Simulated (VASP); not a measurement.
Ag2O3: single point with r2SCAN

Ag2O3:

```
Ag O
1.0
     5.02288    0.00000    0.00000
     0.00000    5.02288    0.00000
     0.00000    0.00000    5.02288
Ag O
4 6
Cartesian
  1.2557 1.2557 1.2557
  1.2557 3.7672 3.7672
  3.7672 3.7672 1.2557
  3.7672 1.2557 3.7672
  2.5114 0.0000 0.0000
  2.5114 0.0000 2.5114
  0.0000 2.5114 0.0000
  2.5114 2.5114 0.0000
  0.0000 2.5114 2.5114
  0.0000 0.0000 2.5114
```

```yaml
Program: VASP 6.6.1
Task: single point
Functional: r2SCAN
Potentials_or_basis: VASP PAW PBE potentials, release 64 (Ag, O)
Cutoff: 520 eV
k_mesh: 7 × 7 × 7
Occupations: fermi-dirac, width 0.1 eV
Spin: no spin polarisation
```

The pressure is 0.1 GPa and the band gap on the k mesh is zero (band 40 reaches 5.20 eV, above the bottom of band 41 at 4.36 eV).

Levels at points of the mesh, in eV from the Fermi level:
| k point | band 38 | band 39 | band 40 | band 41 | band 42 | band 43 |
| --- | --- | --- | --- | --- | --- | --- |
| (0.00, 0.00, 0.00) | -1.08 | 0.62 | 0.62 | 0.62 | 0.63 | 0.63 |

Run time: 10 min on 1 thread of Intel Xeon 6975P-C (shared host), peak memory 0.31 GiB.

Caveat: the PAW data sets were made with another functional, which shifts forces and pressure a little.
